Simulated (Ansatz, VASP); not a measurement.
## Two plane-wave programs on TiSi2

```
Ti Si
1.0
     1.75326   -6.71392    0.00000
     1.75326    6.71392    0.00000
     0.00000    0.00000    3.54125
Ti Si
2 4
Direct
  0.10312 0.89688 0.25000
  0.89688 0.10312 0.75000
  0.75031 0.24969 0.25000
  0.24969 0.75031 0.75000
  0.44175 0.55825 0.25000
  0.55825 0.44175 0.75000
```

Alike in both runs: task single point; functional r2SCAN; k mesh 8 × 8 × 8; occupations fermi-dirac, width 0.05 eV; no spin polarisation.

```csv
,VASP,Ansatz
version,VASP 6.6.1,Ansatz 0.2.0
potentials or method,"VASP PAW PBE potentials, release 64 (Ti_sv, Si)",Ansatz PAW
plane-wave cutoff (eV),520,500
valence electrons in the cell,40,40
```

Ansatz gave:

| Quantity | Value |
| --- | --- |
| gap on the k mesh at the Fermi level (eV) | none |
| pressure (GPa) | 2.9 |
| traceless stress, the component that is largest in VASP (GPa) | -0.54 |
| rms of the force components (eV/Å) | 0.037 |

**Question.** What did VASP give for the same quantities?

**Answer.** gap on the k mesh at the Fermi level (eV): none; pressure (GPa): 3.2; traceless stress, the component that is largest in VASP (GPa): -0.43; rms of the force components (eV/Å): 0.031.

VASP's potentials were made for PBE, not for r2SCAN. Atom by atom the forces differ by 0.006 eV/Å (rms over components). A gap of «none» marks a metal or a gap that the smearing closes. With one functional, cell and mesh, what is left measures potentials, basis and numerics.
